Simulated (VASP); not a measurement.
Here is a VASP 6.6.1 calculation.

INCAR

```
ALGO = Normal
EDIFF = 1E-6
ENCUT = 520
GGA = PE
ISIF = 2
ISMEAR = 0
LASPH = True
LCHARG = True
LELF = True
LREAL = False
LVHAR = True
LWAVE = False
NBANDS = 9
NELM = 100
PREC = Accurate
SIGMA = 0.1
```

Contents of KPOINTS:

```
k-points
0
Gamma
  14 14 14
```

File POSCAR:

```
Se
1.0
    2.8031150280      0.0000000000      0.0000000000
    0.0000000000      2.8031150280      0.0000000000
    0.0000000000      0.0000000000      2.8031150280
Se
1
Direct
    0.0000000000      0.0000000000      0.0000000000
```

Potentials or basis: VASP PAW PBE potentials, release 64 (Se).

The run is started by

```console
$ cat potpaw_PBE.64/Se/POTCAR > POTCAR
$ mpirun -np 1 vasp_std > vasp.out
```

Task: Estimate the band gap on the k mesh.

Result: Zero (band 3 reaches 7.92 eV, above the bottom of band 4 at 1.59 eV).

Task: What does it give for the pressure?

Result: 2.2 GPa.

Caveat: the cell differs from its parent crystal (strained).
